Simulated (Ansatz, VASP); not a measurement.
AlNi in VASP and in Ansatz

Contents of INCAR:

```
SYSTEM = AlNi
ALGO = Normal
EDIFF = 1E-6
ENCUT = 520
GGA = PS
ISIF = 2
ISMEAR = 0
LASPH = .True.
LCHARG = .False.
LREAL = .False.
LWAVE = .False.
NBANDS = 14
NELM = 100
PREC = Accurate
SIGMA = 0.15
```

KPOINTS

```
k-points
0
Gamma
  16 16 16
  0 0 0
```

POSCAR

```
AlNi
1.0
    2.9333689589      0.0000000000      0.0000000000
    0.0000000000      2.9333689589      0.0000000000
    0.0000000000      0.0000000000      2.9333689589
Al Ni
1 1
Direct
    0.0000000000      0.0000000000     -0.0265564957
    0.5000000000      0.5000000000      0.5122081036
```

Input for Ansatz:

```yaml
crystal:
  lattice:
    - [2.9333689589, 0.0, 0.0]
    - [0.0, 2.9333689589, 0.0]
    - [0.0, 0.0, 2.9333689589]
  atoms:
    - { symbol: Al, position: [0.0, 0.0, -0.0265564957] }
    - { symbol: Ni, position: [0.5, 0.5, 0.5122081036] }
basis:
  ecutwfc: 520.0
kpoints:
  mp_grid: { grid: [16, 16, 16] }
hamiltonian:
  xc: pbesol
  pseudopotentials: { kind: paw, azcp: { folder: soft_1 } }
scf:
  occupations: { method: gaussian, width: 0.15 }
output:
  forces: true
  stress: true
  eigenvalues: true
```

Change from the starting cell: mode 6 frozen in at -0.076 Å, equal normal strain along x, y and z +0.0250.

Alike in both runs: task single point; functional PBEsol; k mesh 16 × 16 × 16; occupations gaussian, width 0.15 eV; no spin polarisation.

|  | VASP | Ansatz |
| --- | --- | --- |
| version | VASP 6.6.1 | Ansatz 0.2.0 |
| potentials or method | VASP PAW PBE potentials, release 64 (Al, Ni), cutoff 520 eV | scalar-relativistic, plane waves, PAW |
| valence electrons in the cell | 13 | 21 |

|  | VASP | Ansatz | Ansatz less VASP |
| --- | --- | --- | --- |
| gap on the k mesh at the Fermi level (eV) | none | none | - |
| pressure (GPa) | -10.0 | -10.2 | -0.19 |
| traceless stress, the component that is largest in VASP (GPa) | -0.26 | -0.26 | 0.000 |
| rms of the force components (eV/Å) | 0.301 | 0.299 | -0.0023 |

VASP's potentials were made for PBE, not for PBEsol, and Ansatz warns of the same on its side. Atom by atom the forces differ by 0.002 eV/Å (rms over components). A gap of «none» marks a metal or a gap that the smearing closes. The functional is the same, so the differences come from potentials, cutoffs and numerics. VASP's potentials hold 13 valence electrons a cell and Ansatz's 21, so a difference there can come from the potentials and not from the codes.
